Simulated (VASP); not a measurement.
# Y3AlN4 (Pmmm) in VASP: single point with PBE

Aim: the single point of Y3AlN4 with PBE.

Everything below comes from runs of VASP 6.6.1. Logs are shortened: lines on timing, memory, paths and dates and some standing lists are left out, and cuts for length are marked.

## Step 1: The cell of the first run

The structure is orthorhombic, space group Pmmm (No. 47). Conventional cell: a = 3.338 Å, b = 4.824 Å, c = 6.670 Å, α = 90.00°, β = 90.00°, γ = 90.00°. Within 3.1 Å of Y (site symmetry mm2) lie 6 N at 2.31 to 2.41 Å. Within 3.2 Å of Y (site symmetry mmm) lie 6 N at 2.41 to 2.48 Å. Within 3.0 Å of Al (site symmetry mmm) lie 6 N at 2.25 to 2.41 Å. N (site symmetry mmm) has 6 Y at 2.41 Å within 3.2 Å. N (site symmetry mm2) has 2 Al at 2.25 Å and 4 Y at 2.41 to 2.48 Å within 3.0 Å. N (site symmetry mmm) has 4 Y at 2.31 Å and 2 Al at 2.41 Å within 3.1 Å.

## Step 2: Single point, PBE

Contents of INCAR:

```
SYSTEM = Y3AlN4
ALGO = Normal
EDIFF = 1E-6
ENCUT = 520
GGA = PE
ISIF = 2
ISMEAR = 0
LASPH = .TRUE.
LCHARG = .FALSE.
LREAL = .FALSE.
LWAVE = .FALSE.
NBANDS = 38
NELM = 80
PREC = Accurate
SIGMA = 0.1
```

Contents of KPOINTS:

```
k-points
0
G
  4 4 2
  0 0 0
```

Contents of POSCAR:

```
Y3AlN4
1.0
    3.3381469994      0.0000000000      0.0000000000
    0.0000000000      4.8242082389      0.0000000000
    0.0000000000      0.0000000000      6.6704541081
Y Al N
3 1 4
Direct
    0.5000000000      0.5000000000      0.2403835390
    0.0000000000      0.0000000000      0.5000000000
    0.5000000000      0.5000000000      0.7596164610
    0.0000000000      0.0000000000      0.0000000000
    0.0000000000      0.5000000000      0.5000000000
    0.5000000000      0.0000000000      0.7744205066
    0.0000000000      0.5000000000      0.0000000000
    0.5000000000      0.0000000000      0.2255794934
```

Potentials or basis: VASP PAW PBE potentials, release 64 (Y_sv, Al, N).

Command:

```bash
$ cat potpaw_PBE.64/Y_sv/POTCAR potpaw_PBE.64/Al/POTCAR potpaw_PBE.64/N/POTCAR > POTCAR
$ mpirun -np 1 vasp_std > vasp.out
```

OUTCAR:

```text
SYSTEM = Y3AlN4
   EDIFF = 1E-6
   ENCUT = 520
   GGA = PE
   ISIF = 2
   ISMEAR = 0
   LASPH = .TRUE.
   LREAL = .FALSE.
   NELM = 80
   PREC = Accurate

 ion  position               nearest neighbor table
   1  0.500  0.500  0.240-   7 2.31   7 2.31   5 2.41   5 2.41   8 2.41   8 2.41   3 3.21   4 3.34
                             4 3.34   4 3.34   4 3.34   2 3.41   2 3.41   2 3.41   2 3.41   3 3.46
   2  0.000  0.000  0.500-   5 2.41   5 2.41   8 2.48   6 2.48   6 2.48   8 2.48   4 3.34   4 3.34
                             3 3.41   3 3.41   1 3.41   3 3.41   1 3.41   1 3.41   1 3.41   3 3.41
   3  0.500  0.500  0.760-   7 2.31   7 2.31   5 2.41   5 2.41   6 2.41   6 2.41   1 3.21   4 3.34
                             4 3.34   4 3.34   4 3.34   2 3.41   2 3.41   2 3.41   2 3.41   1 3.46
   4  0.000  0.000  0.000-   6 2.25   8 2.25   6 2.25   8 2.25   7 2.41   7 2.41   2 3.34   2 3.34
                             3 3.34   1 3.34   1 3.34   3 3.34   3 3.34   1 3.34   1 3.34   3 3.34
   5  0.000  0.500  0.500-   1 2.41   3 2.41   1 2.41   3 2.41   2 2.41   2 2.41
   6  0.500  0.000  0.774-   4 2.25   4 2.25   3 2.41   3 2.41   2 2.48   2 2.48
   7  0.000  0.500  0.000-   1 2.31   3 2.31   1 2.31   3 2.31   4 2.41   4 2.41
   8  0.500  0.000  0.226-   4 2.25   4 2.25   1 2.41   1 2.41   2 2.48   2 2.48

  LATTYP: Found a simple orthorhombic cell.
 ALAT       =     3.3381469994
 B/A-ratio  =     1.4451754940
 C/A-ratio  =     1.9982505592

  Lattice vectors:

 A1 = (   3.3381469994,   0.0000000000,   0.0000000000)
 A2 = (   0.0000000000,   4.8242082389,   0.0000000000)
 A3 = (   0.0000000000,   0.0000000000,   6.6704541081)

Analysis of symmetry for initial positions (statically):
=====================================================================
 Subroutine PRICEL returns:
 Original cell was already a primitive cell.

 Routine SETGRP: Setting up the symmetry group for a
 simple orthorhombic supercell.

 Subroutine GETGRP returns: Found  8 space group operations
 (whereof  8 operations were pure point group operations)
 out of a pool of  8 trial point group operations.

The static configuration has the point symmetry D_2h.

Analysis of symmetry for dynamics (positions and initial velocities):
=====================================================================
 Subroutine PRICEL returns:
 Original cell was already a primitive cell.

 Routine SETGRP: Setting up the symmetry group for a
 simple orthorhombic supercell.

 Subroutine GETGRP returns: Found  8 space group operations
 (whereof  8 operations were pure point group operations)
 out of a pool of  8 trial point group operations.

The dynamic configuration has the point symmetry D_2h.

 Subroutine INISYM returns: Found  8 space group operations
 (whereof  8 operations are pure point group operations),
 and found     1 'primitive' translations

----------------------------------------------------------------------------------------

                                     Primitive cell

  volume of cell :     107.4204

  direct lattice vectors                    reciprocal lattice vectors
     3.338146999  0.000000000  0.000000000     0.299567395  0.000000000  0.000000000
     0.000000000  4.824208239  0.000000000     0.000000000  0.207287901  0.000000000
     0.000000000  0.000000000  6.670454108     0.000000000  0.000000000  0.149914831

  length of vectors
     3.338146999  4.824208239  6.670454108     0.299567395  0.207287901  0.149914831

  position of ions in fractional coordinates (direct lattice)
     0.500000000  0.500000000  0.240383539
     0.000000000  0.000000000  0.500000000
     0.500000000  0.500000000  0.759616461
     0.000000000  0.000000000  0.000000000
     0.000000000  0.500000000  0.500000000
     0.500000000  0.000000000  0.774420507
     0.000000000  0.500000000  0.000000000
     0.500000000  0.000000000  0.225579493

  ion indices of the primitive-cell ions
   primitive index   ion index
                 1           1
                 2           2
                 3           3
                 4           4
                 5           5
                 6           6
                 7           7
                 8           8

----------------------------------------------------------------------------------------

 KPOINTS: k-points

Automatic generation of k-mesh.
 Grid dimensions read from file:
 generate k-points for:    4    4    2

 Generating k-lattice:

  Cartesian coordinates                     Fractional coordinates (reciprocal lattice)
     0.074891849  0.000000000  0.000000000     0.250000000  0.000000000  0.000000000
     0.000000000  0.051821975  0.000000000     0.000000000  0.250000000  0.000000000
     0.000000000  0.000000000  0.074957415     0.000000000  0.000000000  0.500000000

  Length of vectors
     0.074891849  0.051821975  0.074957415

  Shift w.r.t. Gamma in fractional coordinates (k-lattice)
     0.000000000  0.000000000  0.000000000

 Subroutine IBZKPT returns following result:
 ===========================================

 Found     18 irreducible k-points:

 Following reciprocal coordinates:
            Coordinates               Weight
  0.000000  0.000000  0.000000      1.000000
  0.250000  0.000000  0.000000      2.000000
  0.500000  0.000000  0.000000      1.000000
  0.000000  0.250000  0.000000      2.000000
  0.250000  0.250000  0.000000      4.000000
  0.500000  0.250000  0.000000      2.000000
[... 10 lines left out ...]
  0.250000  0.500000  0.500000      2.000000
  0.500000  0.500000  0.500000      1.000000
   k-points           NKPTS =     18   k-points in BZ     NKDIM =     18   number of bands    NBANDS=     38
   number of dos      NEDOS =    301   number of ions     NIONS =      8
   total plane-waves  NPLWV =  50400
   dimension x,y,z NGX =    28 NGY =   36 NGZ =   50
   dimension x,y,z NGXF=    56 NGYF=   72 NGZF=  100
   ions per type =               3   1   4
   NGX,Y,Z   is equivalent  to a cutoff of  13.94, 12.41, 12.46 a.u.
   NGXF,Y,Z  is equivalent  to a cutoff of  27.89, 24.81, 24.92 a.u.
 SYSTEM =  Y3AlN4
   PREC   = accura    normal or accurate (medium, high low for compatibility)
   ISTART =      0    job   : 0-new  1-cont  2-samecut
   ICHARG =      2    charge: 1-file 2-atom 10-const
   ISPIN  =      1    spin polarized calculation?
   LNONCOLLINEAR =      F non collinear calculations
   LSORBIT =      F    spin-orbit coupling
   LASPH  =      T    aspherical Exc in radial PAW
   ENCUT  =  520.0 eV  38.22 Ry    6.18 a.u.   6.21  8.97 12.40*2*pi/ulx,y,z
   NELM   =     80;   NELMIN=  2; NELMDL= -5     # of ELM steps
   EDIFF  = 0.1E-05   stopping-criterion for ELM
   LREAL  =      F    real-space projection
   EDIFFG = 0.1E-04   stopping-criterion for IOM
   NSW    =      0    number of steps for IOM
   IBRION =     -1    ionic relax: 0-MD 1-quasi-New 2-CG
   NFREE  =      0    steps in history (QN), initial steepest desc. (CG)
   ISIF   =      2    stress and relaxation
   ISYM   =      2    0-nonsym 1-usesym 2-fastsym
   POTIM  = 0.5000    time-step for ionic-motion
   TEBEG  =    0.0;   TEEND  =   0.0 temperature during run
   PSTRESS=    0.0 pullay stress
   NELECT =      56.0000    total number of electrons
   NUPDOWN=      -1.0000    fix difference up-down
   EMIN   =  10.00;   EMAX   =-10.00  energy-range for DOS
   EFERMI =   0.00;   METHOD = LEGACY
   ISMEAR =     0;   SIGMA  =   0.10  broadening in eV -4-tet -1-fermi 0-gaus
   EFERMI_NEDOS =   21; number of points for ismear=-14 and -15
   IALGO  =     38    algorithm
   IMIX   =      4    mixing-type and parameters
     AMIX     =   0.40;   BMIX     =  1.00
     AMIX_MAG =   1.60;   BMIX_MAG =  1.00
  volume/ion in A,a.u.               =      13.43        90.61
  Fermi-wavevector in a.u.,A,eV,Ry     =   1.317575  2.489855 23.619751  1.736003
  Thomas-Fermi vector in A             =   2.447606
   LORBIT       =      0    0 simple, 1 ext, 2 COOP (PROOUT), +10 PAW based schemes
   GGA     = PE    functional components
   LHFCALC =     F    Hartree Fock is set to
   AEXX    =    0.0000 exact exchange contribution
   IVDW    =     0    specifies the selected vdW correction
   LEPSILON=     F    determine dielectric tensor
   LRPA    =     F    only Hartree local field effects (RPA)
 non-spin polarized calculation
 Gauss-broadening in eV      SIGMA  =   0.10
  energy-cutoff  :      520.00
  volume of cell :      107.42
 maximum number of plane-waves:      2920
 NGX is ok and might be reduce to    28
   NGX = 13   NGY = 17   NGZ = 25

 number of electron      55.9999997 magnetization

 Free energy of the ion-electron system (eV)
  ---------------------------------------------------
  ext. energy  EPLUGINS =         0.00000000
  ---------------------------------------------------
  free energy    TOTEN  =       -67.34365662 eV

  energy without entropy =      -67.34358251  energy(sigma->0) =      -67.34361957

 E-fermi :   5.1979     XC(G=0): -11.2920

 val. band max:        4.9932713443   @ k =   0.0000   0.0000   0.0000
 cond. band min:       5.3967780613   @ k =   0.5000   0.0000   0.0000
 fundamental gap:      0.4035067170
 Fermi energy:         5.1978821505

 k-point     1 :       0.0000    0.0000    0.0000
  band No.  band energies     occupation
      1     -36.3257      2.00000
      2     -35.5336      2.00000
      3     -35.4696      2.00000
      4     -16.5615      2.00000
      5     -16.5525      2.00000
      6     -16.3381      2.00000
[... 30 lines left out ...]
     37      10.6653      0.00000
     38      10.8903      0.00000

 k-point     2 :       0.2500    0.0000    0.0000
  band No.  band energies     occupation
      1     -36.2947      2.00000
      2     -35.5046      2.00000
      3     -35.4400      2.00000
      4     -16.5681      2.00000
      5     -16.4874      2.00000
      6     -16.4617      2.00000
[... 30 lines left out ...]
     37      11.2100      0.00000
     38      11.5247      0.00000
[... 613 lines left out ...]
     37      10.6062      0.00000
     38      10.8654      0.00000

 k-point    18 :       0.5000    0.5000    0.5000
  band No.  band energies     occupation
      1     -36.2625      2.00000
      2     -35.4548      2.00000
      3     -35.4292      2.00000
      4     -16.9415      2.00000
      5     -16.6833      2.00000
      6     -16.3669      2.00000
[... 30 lines left out ...]
     37      11.3954      0.00000
     38      11.8567      0.00000

------------------------ aborting loop because EDIFF is reached ----------------------------------------

  FORCE on cell =-STRESS in cart. coord.  units (eV):
  Direction    XX          YY          ZZ          XY          YZ          ZX
  --------------------------------------------------------------------------------------
  -------------------------------------------------------------------------------------
  Total        0.0649926     -0.1882065      0.1181904     -0.0000000      0.0000000      0.0000000
  in kB        0.9693655     -2.8071021      1.7628120     -0.0000000      0.0000000      0.0000000
  external PRESSURE =      -0.0249749 kB  Pullay stress =       0.0000000 kB

 VOLUME and BASIS-vectors are now :
 -----------------------------------------------------------------------------
  energy-cutoff  :      520.00
  volume of cell :      107.42
      direct lattice vectors                 reciprocal lattice vectors
     3.338146999  0.000000000  0.000000000     0.299567395  0.000000000  0.000000000
     0.000000000  4.824208239  0.000000000     0.000000000  0.207287901  0.000000000
     0.000000000  0.000000000  6.670454108     0.000000000  0.000000000  0.149914831

 POSITION                                       TOTAL-FORCE (eV/Angst)
 -----------------------------------------------------------------------------------
      1.66907      2.41210      1.60347         0.000000      0.000000     -0.025954
      0.00000      0.00000      3.33523         0.000000      0.000000      0.000000
      1.66907      2.41210      5.06699         0.000000      0.000000      0.025954
      0.00000      0.00000      0.00000         0.000000      0.000000      0.000000
      0.00000      2.41210      3.33523         0.000000      0.000000      0.000000
      1.66907      0.00000      5.16574         0.000000      0.000000     -0.025479
      0.00000      2.41210      0.00000         0.000000      0.000000      0.000000
      1.66907      0.00000      1.50472         0.000000     -0.000000      0.025479
 -----------------------------------------------------------------------------------
    total drift:                                0.000000      0.000000      0.000000

  FREE ENERGIE OF THE ION-ELECTRON SYSTEM (eV)
  ---------------------------------------------------
  free  energy   TOTEN  =       -67.3436566235 eV

  energy  without entropy=      -67.3435825106  energy(sigma->0) =      -67.34361957
```

Wall time 66 s (1 thread of Intel Xeon Platinum 8375C at 2.90GHz (Ice Lake), shared host); peak memory 0.25 GiB.

Results:

```
Free energy            : -67.3437 eV
Pressure               : 0.0 GPa
Largest force          : 0.026 eV/Å
Band gap on the k mesh : 0.40 eV, indirect (least direct gap 0.46 eV)
```

Forces on the atoms (eV/Å):
```
Y    0.000  0.000 -0.026
Y    0.000  0.000  0.000
Y    0.000  0.000  0.026
Al   0.000  0.000  0.000
N    0.000  0.000  0.000
N    0.000  0.000 -0.025
N    0.000  0.000  0.000
N    0.000  0.000  0.025
```

Levels at points of the mesh, in eV from the valence-band top:
| k point | band 26 | band 27 | band 28 | band 29 | band 30 | band 31 |
| --- | --- | --- | --- | --- | --- | --- |
| (0.00, 0.00, 0.00) | -0.09 | -0.02 | 0.00 | 0.46 | 2.05 | 3.19 |
| (0.50, 0.00, 0.00) | -0.49 | -0.49 | -0.41 | 0.40 | 0.58 | 3.31 |
| (0.00, 0.50, 0.00) | -1.08 | -0.33 | -0.32 | 1.28 | 1.93 | 3.66 |
| (0.50, 0.50, 0.00) | -1.35 | -1.13 | -1.11 | 3.88 | 4.07 | 4.11 |
| (0.00, 0.00, 0.50) | -0.79 | -0.74 | -0.64 | 2.22 | 2.78 | 2.98 |
| (0.50, 0.00, 0.50) | -1.13 | -0.96 | -0.72 | 1.40 | 1.89 | 3.06 |
| (0.00, 0.50, 0.50) | -1.54 | -1.06 | -1.03 | 2.53 | 3.15 | 3.65 |
| (0.50, 0.50, 0.50) | -1.46 | -1.22 | -0.89 | 3.79 | 4.17 | 4.27 |

Caveat: the k points lie up to 0.47 Å⁻¹ apart. A k mesh can miss the band edges.
